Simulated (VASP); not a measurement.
# BiTe (I4/mmm) in VASP: notebook

BiTe is run at these levels: PBEsol; tasks: single point.

Program: VASP 6.6.1. These are calculated values, not measurements. Logs are shortened: lines on timing, memory, paths and dates and some standing lists are left out, and cuts for length are marked.

## 1. The cell of the first run

Symmetry: I4/mmm, No. 139, tetragonal system. Conventional cell: a = 4.712 Å, b = 4.712 Å, c = 6.470 Å, α = 90.00°, β = 90.00°, γ = 90.00°. Bi (site symmetry 4/mmm) has 6 Te at 3.23 to 3.33 Å within 4.3 Å. Within 4.3 Å of Te (site symmetry 4/mmm) lie 6 Bi at 3.23 to 3.33 Å.

## 2. Single point, PBEsol (strain +0.0300 x Voigt [1, 1, 0, 0, 0, 0])

Input file INCAR:

```
SYSTEM = BiTe
PREC     = Accurate       ! precision mode
ENCUT    = 520            ! plane-wave cutoff, eV
EDIFF    = 1E-7           ! SCF threshold, eV
ISMEAR   = 1              ! smearing method
SIGMA    = 0.1            ! smearing width, eV
LREAL    = .False.        ! projectors in reciprocal space
LASPH    = .True.         ! aspherical terms in the spheres
NELM     = 80             ! most SCF steps
ALGO     = Normal         ! electronic algorithm
ISIF     = 2              ! what is computed and relaxed
LWAVE    = .False.        ! write WAVECAR
LCHARG   = .False.        ! write CHGCAR
GGA      = PS             ! functional
NBANDS   = 18             ! bands
```

Input file KPOINTS:

```
Automatic mesh
0
Gamma
  14 14 14
  0 0 0
```

Input file POSCAR:

```
BiTe
1.0
    0.0000000000      3.3320500000      3.2350000000
    3.3320500000      0.0000000000      3.2350000000
    3.3320500000      3.3320500000      0.0000000000
Bi Te
1 1
Direct
    0.0000000000      0.0000000000      0.0000000000
    0.5000000000      0.5000000000      0.5000000000
```

Potentials or basis: VASP PAW PBE potentials, release 64 (Bi_d, Te).

Started as:

```console
$ cat potpaw_PBE.64/Bi_d/POTCAR potpaw_PBE.64/Te/POTCAR > POTCAR
$ mpirun -np 1 vasp_std > vasp.out
```

OUTCAR:

```text
SYSTEM = BiTe
   PREC = Accurate
   ENCUT = 520
   EDIFF = 1E-7
   ISMEAR = 1
   LREAL = .False.
   LASPH = .True.
   NELM = 80
   ISIF = 2
   GGA = PS

 ion  position               nearest neighbor table
   1  0.000  0.000  0.000-   2 3.23   2 3.23   2 3.33   2 3.33   2 3.33   2 3.33
   2  0.500  0.500  0.500-   1 3.23   1 3.23   1 3.33   1 3.33   1 3.33   1 3.33

  LATTYP: Found a body centered tetragonal cell.
 ALAT       =     4.7122303005
 C/A-ratio  =     1.3730228761

  Lattice vectors:

 A1 = (   0.0000000000,  -3.3320500000,  -3.2350000000)
 A2 = (   0.0000000000,   3.3320500000,  -3.2350000000)
 A3 = (   3.3320500000,   0.0000000000,   3.2350000000)

Analysis of symmetry for initial positions (statically):
=====================================================================
 Subroutine PRICEL returns:
 Original cell was already a primitive cell.

 Routine SETGRP: Setting up the symmetry group for a
 body centered tetragonal supercell.

 Subroutine GETGRP returns: Found 16 space group operations
 (whereof 16 operations were pure point group operations)
 out of a pool of 16 trial point group operations.

The static configuration has the point symmetry D_4h.

Analysis of symmetry for dynamics (positions and initial velocities):
=====================================================================
 Subroutine PRICEL returns:
 Original cell was already a primitive cell.

 Routine SETGRP: Setting up the symmetry group for a
 body centered tetragonal supercell.

 Subroutine GETGRP returns: Found 16 space group operations
 (whereof 16 operations were pure point group operations)
 out of a pool of 16 trial point group operations.

The dynamic configuration has the point symmetry D_4h.

 Subroutine INISYM returns: Found 16 space group operations
 (whereof 16 operations are pure point group operations),
 and found     1 'primitive' translations

----------------------------------------------------------------------------------------

                                     Primitive cell

  volume of cell :      71.8335

  direct lattice vectors                    reciprocal lattice vectors
     0.000000000  3.332050000  3.235000000    -0.150057772  0.150057772  0.154559505
     3.332050000  0.000000000  3.235000000     0.150057772 -0.150057772  0.154559505
     3.332050000  3.332050000  0.000000000     0.150057772  0.150057772 -0.154559505

  length of vectors
     4.644112639  4.644112639  4.712230301     0.262532495  0.262532495  0.262532495

  position of ions in fractional coordinates (direct lattice)
     0.000000000  0.000000000  0.000000000
     0.500000000  0.500000000  0.500000000

  ion indices of the primitive-cell ions
   primitive index   ion index
                 1           1
                 2           2

----------------------------------------------------------------------------------------

 KPOINTS: Automatic mesh

Automatic generation of k-mesh.
 Grid dimensions read from file:
 generate k-points for:   14   14   14

 Generating k-lattice:

  Cartesian coordinates                     Fractional coordinates (reciprocal lattice)
    -0.010718412  0.010718412  0.011039965     0.071428571  0.000000000  0.000000000
     0.010718412 -0.010718412  0.011039965     0.000000000  0.071428571  0.000000000
     0.010718412  0.010718412 -0.011039965    -0.000000000 -0.000000000  0.071428571

  Length of vectors
     0.018752321  0.018752321  0.018752321

  Shift w.r.t. Gamma in fractional coordinates (k-lattice)
     0.000000000  0.000000000  0.000000000

 Subroutine IBZKPT returns following result:
 ===========================================

 Found    244 irreducible k-points:

 Following reciprocal coordinates:
            Coordinates               Weight
  0.000000  0.000000  0.000000      1.000000
  0.071429  0.000000  0.000000      8.000000
  0.142857  0.000000  0.000000      8.000000
  0.214286  0.000000  0.000000      8.000000
  0.285714  0.000000  0.000000      8.000000
  0.357143  0.000000  0.000000      8.000000
[... 16 lines left out ...]
  0.214286  0.142857  0.000000      8.000000
  0.285714  0.142857  0.000000      8.000000
 [... further k-points ...]
   k-points           NKPTS =    244   k-points in BZ     NKDIM =    244   number of bands    NBANDS=     18
   number of dos      NEDOS =    301   number of ions     NIONS =      2
   total plane-waves  NPLWV =  46656
   dimension x,y,z NGX =    36 NGY =   36 NGZ =   36
   dimension x,y,z NGXF=    72 NGYF=   72 NGZF=   72
   ions per type =               1   1
   NGX,Y,Z   is equivalent  to a cutoff of  12.89, 12.89, 12.70 a.u.
   NGXF,Y,Z  is equivalent  to a cutoff of  25.77, 25.77, 25.40 a.u.
 SYSTEM =  BiTe
   PREC   = accura    normal or accurate (medium, high low for compatibility)
   ISTART =      0    job   : 0-new  1-cont  2-samecut
   ICHARG =      2    charge: 1-file 2-atom 10-const
   ISPIN  =      1    spin polarized calculation?
   LNONCOLLINEAR =      F non collinear calculations
   LSORBIT =      F    spin-orbit coupling
   LASPH  =      T    aspherical Exc in radial PAW
   ENCUT  =  520.0 eV  38.22 Ry    6.18 a.u.   8.63  8.63  8.76*2*pi/ulx,y,z
   NELM   =     80;   NELMIN=  2; NELMDL= -5     # of ELM steps
   EDIFF  = 0.1E-06   stopping-criterion for ELM
   LREAL  =      F    real-space projection
   EDIFFG = 0.1E-05   stopping-criterion for IOM
   NSW    =      0    number of steps for IOM
   IBRION =     -1    ionic relax: 0-MD 1-quasi-New 2-CG
   NFREE  =      0    steps in history (QN), initial steepest desc. (CG)
   ISIF   =      2    stress and relaxation
   ISYM   =      2    0-nonsym 1-usesym 2-fastsym
   POTIM  = 0.5000    time-step for ionic-motion
   TEBEG  =    0.0;   TEEND  =   0.0 temperature during run
   PSTRESS=    0.0 pullay stress
   NELECT =      21.0000    total number of electrons
   NUPDOWN=      -1.0000    fix difference up-down
   EMIN   =  10.00;   EMAX   =-10.00  energy-range for DOS
   EFERMI =   0.00;   METHOD = LEGACY
   ISMEAR =     1;   SIGMA  =   0.10  broadening in eV -4-tet -1-fermi 0-gaus
   EFERMI_NEDOS =   21; number of points for ismear=-14 and -15
   IALGO  =     38    algorithm
   IMIX   =      4    mixing-type and parameters
     AMIX     =   0.40;   BMIX     =  1.00
     AMIX_MAG =   1.60;   BMIX_MAG =  1.00
  volume/ion in A,a.u.               =      35.92       242.38
  Fermi-wavevector in a.u.,A,eV,Ry     =   1.086523  2.053230 16.062109  1.180532
  Thomas-Fermi vector in A             =   2.222661
   LORBIT       =      0    0 simple, 1 ext, 2 COOP (PROOUT), +10 PAW based schemes
   GGA     = PS    functional components
   LHFCALC =     F    Hartree Fock is set to
   AEXX    =    0.0000 exact exchange contribution
   IVDW    =     0    specifies the selected vdW correction
   LEPSILON=     F    determine dielectric tensor
   LRPA    =     F    only Hartree local field effects (RPA)
 non-spin polarized calculation
 Methfessel and Paxton  Order N= 1 SIGMA  =   0.10
  energy-cutoff  :      520.00
  volume of cell :       71.83
 maximum number of plane-waves:      1964
   NGX = 17   NGY = 17   NGZ = 17

 number of electron      21.0000000 magnetization

 Free energy of the ion-electron system (eV)
  ---------------------------------------------------
  ext. energy  EPLUGINS =         0.00000000
  ---------------------------------------------------
  free energy    TOTEN  =        -7.88932370 eV

  energy without entropy =       -7.88865305  energy(sigma->0) =       -7.88910015

 E-fermi :   5.7821     XC(G=0):  -9.3338

 val. band max:        5.7769242556   @ k =   0.2143   0.0000   0.0714
 cond. band min:       5.7830812316   @ k =   0.4286   0.0714   0.0000
 fundamental gap:      0.0061569760
 Fermi energy:         5.7820854129

 k-point     1 :       0.0000    0.0000    0.0000
  band No.  band energies     occupation
      1     -17.2587      2.00000
      2     -17.2531      2.00000
      3     -17.2531      2.00000
      4     -17.2446      2.00000
      5     -17.2434      2.00000
      6      -7.3555      2.00000
[... 10 lines left out ...]
     17      11.4037      0.00000
     18      12.2249      0.00000

 k-point     2 :       0.0714    0.0000    0.0000
  band No.  band energies     occupation
      1     -17.2589      2.00000
      2     -17.2530      2.00000
      3     -17.2529      2.00000
      4     -17.2446      2.00000
      5     -17.2433      2.00000
      6      -7.3133      2.00000
[... 10 lines left out ...]
     17      11.7095      0.00000
     18      12.4663      0.00000

 k-point     3 :       0.1429    0.0000    0.0000
  band No.  band energies     occupation
      1     -17.2593      2.00000
      2     -17.2526      2.00000
      3     -17.2524      2.00000
      4     -17.2447      2.00000
      5     -17.2429      2.00000
      6      -7.1874      2.00000
[... 10 lines left out ...]
     17      12.4683      0.00000
     18      13.1116      0.00000

 k-point     4 :       0.2143    0.0000    0.0000
  band No.  band energies     occupation
      1     -17.2600      2.00000
      2     -17.2520      2.00000
      3     -17.2518      2.00000
      4     -17.2446      2.00000
      5     -17.2424      2.00000
      6      -6.9798      2.00000
[... 375 lines left out ...]
      4     -17.2440      2.00000
      5     -17.2438      2.00000
      6      -7.1146      2.00000
[... 10 lines left out ...]
     17      11.7606      0.00000
     18      12.4483      0.00000

 k-point    23 :       0.2143    0.1429    0.0000
  band No.  band energies     occupation
      1     -17.2615      2.00000
      2     -17.2508      2.00000
      3     -17.2508      2.00000
      4     -17.2441      2.00000
      5     -17.2435      2.00000
      6      -6.9562      2.00000
[... 10 lines left out ...]
     17      12.1943      0.00000
     18      12.8044      0.00000

 k-point    24 :       0.2857    0.1429    0.0000
  band No.  band energies     occupation
      1     -17.2624      2.00000
      2     -17.2502      2.00000
      3     -17.2500      2.00000
      4     -17.2438      2.00000
      5     -17.2431      2.00000
      6      -6.7200      2.00000
[... 10 lines left out ...]
     17      13.0037      0.00000
     18      13.5536      0.00000

 [... further k-points ...]

------------------------ aborting loop because EDIFF is reached ----------------------------------------

  FORCE on cell =-STRESS in cart. coord.  units (eV):
  Direction    XX          YY          ZZ          XY          YZ          ZX
  --------------------------------------------------------------------------------------
  -------------------------------------------------------------------------------------
  Total       -2.1020973     -2.1020973     -1.2259021      0.0000000      0.0000000     -0.0000000
  in kB      -46.8852344    -46.8852344    -27.3425543      0.0000000      0.0000000     -0.0000000
  external PRESSURE =     -40.3710077 kB  Pullay stress =       0.0000000 kB

 VOLUME and BASIS-vectors are now :
 -----------------------------------------------------------------------------
  energy-cutoff  :      520.00
  volume of cell :       71.83
      direct lattice vectors                 reciprocal lattice vectors
     0.000000000  3.332050000  3.235000000    -0.150057772  0.150057772  0.154559505
     3.332050000  0.000000000  3.235000000     0.150057772 -0.150057772  0.154559505
     3.332050000  3.332050000  0.000000000     0.150057772  0.150057772 -0.154559505

 POSITION                                       TOTAL-FORCE (eV/Angst)
 -----------------------------------------------------------------------------------
      0.00000      0.00000      0.00000        -0.000000      0.000000     -0.000000
      3.33205      3.33205      3.23500         0.000000     -0.000000      0.000000
 -----------------------------------------------------------------------------------
    total drift:                               -0.000000      0.000000      0.000000

  FREE ENERGIE OF THE ION-ELECTRON SYSTEM (eV)
  ---------------------------------------------------
  free  energy   TOTEN  =        -7.8893236953 eV

  energy  without entropy=       -7.8886530461  energy(sigma->0) =       -7.88910015
```

Wall time 9.4 min (1 thread of AMD EPYC 7R13, shared host); peak memory 0.41 GiB.

What came out:

```yaml
Free_energy: -7.8893 eV
Pressure: -4.0 GPa
```

Levels at points of the mesh, in eV from the Fermi level:
| k point | band 7 | band 8 | band 9 | band 10 | band 11 | band 12 | band 13 | band 14 |
| --- | --- | --- | --- | --- | --- | --- | --- | --- |
| (0.00, 0.00, 0.00) | -8.33 | -2.62 | -2.24 | -2.24 | 1.82 | 1.82 | 2.47 | 4.67 |
| (0.50, 0.00, 0.00) | -11.07 | -1.80 | -1.78 | -1.57 | -0.84 | -0.57 | -0.48 | 7.12 |
| (0.50, 0.50, 0.00) | -10.14 | -5.35 | -3.76 | -3.76 | 2.35 | 3.27 | 3.27 | 4.84 |
| (0.50, 0.00, 0.50) | -9.84 | -5.24 | -3.91 | -3.54 | 2.41 | 3.03 | 3.70 | 4.41 |

Caveat: the cell differs from its parent crystal (strain +0.0300 x Voigt [1, 1, 0, 0, 0, 0]); the PAW data sets were made with another functional, which shifts forces and pressure a little; spin-orbit coupling is left out, which moves the levels of the heavy elements.

## 3. Single point, PBEsol (strain +0.0350 x Voigt [1, 1, 0, 0, 0, 0])

Input file INCAR:

```
SYSTEM = BiTe
  PREC = Accurate
  ENCUT = 520
  EDIFF = 1E-7
  ISMEAR = 1
  SIGMA = 0.1
  LREAL = .FALSE.
  LASPH = .TRUE.
  NELM = 100
  ALGO = Normal
  ISIF = 2
  LWAVE = .FALSE.
  LCHARG = .FALSE.
  GGA = PS
  NBANDS = 18
```

Input file KPOINTS:

```
Automatic mesh
0
G
  14 14 14
  0 0 0
```

Input file POSCAR:

```
BiTe
1.0
    0.0000000000      3.3482250000      3.2350000000
    3.3482250000      0.0000000000      3.2350000000
    3.3482250000      3.3482250000      0.0000000000
Bi Te
1 1
Direct
    0.0000000000      0.0000000000      0.0000000000
    0.5000000000      0.5000000000      0.5000000000
```

Potentials or basis: VASP PAW PBE potentials, release 64 (Bi_d, Te).

Started as:

```console
$ cat potpaw_PBE.64/Bi_d/POTCAR potpaw_PBE.64/Te/POTCAR > POTCAR
$ mpirun -np 1 vasp_std > vasp.out
```

Wall time 8.3 min (1 thread of AMD EPYC 7R13, shared host); peak memory 0.42 GiB.

The run converged. Its results:

| Item | Value |
| --- | --- |
| Free energy | -7.8683 eV |
| Pressure | -4.3 GPa |

Stress tensor (GPa, compression positive):
```
-5.06  0.00  0.00
 0.00 -5.06  0.00
 0.00  0.00 -2.90
```

Levels at points of the mesh, in eV from the Fermi level:
```tsv
k point	band 7	band 8	band 9	band 10	band 11	band 12	band 13	band 14
(0.00, 0.00, 0.00)	-8.36	-2.63	-2.19	-2.19	1.77	1.77	2.52	4.68
(0.50, 0.00, 0.00)	-11.04	-1.78	-1.77	-1.55	-0.84	-0.56	-0.46	7.10
(0.50, 0.50, 0.00)	-10.16	-5.30	-3.72	-3.72	2.38	3.22	3.22	4.82
(0.50, 0.00, 0.50)	-9.82	-5.17	-3.89	-3.46	2.45	2.95	3.72	4.33
```

Caveat: the cell differs from its parent crystal (strain +0.0350 x Voigt [1, 1, 0, 0, 0, 0]); the PAW data sets were made with another functional, which shifts forces and pressure a little; spin-orbit coupling is left out, which moves the levels of the heavy elements.

[end of part 1 of 2]
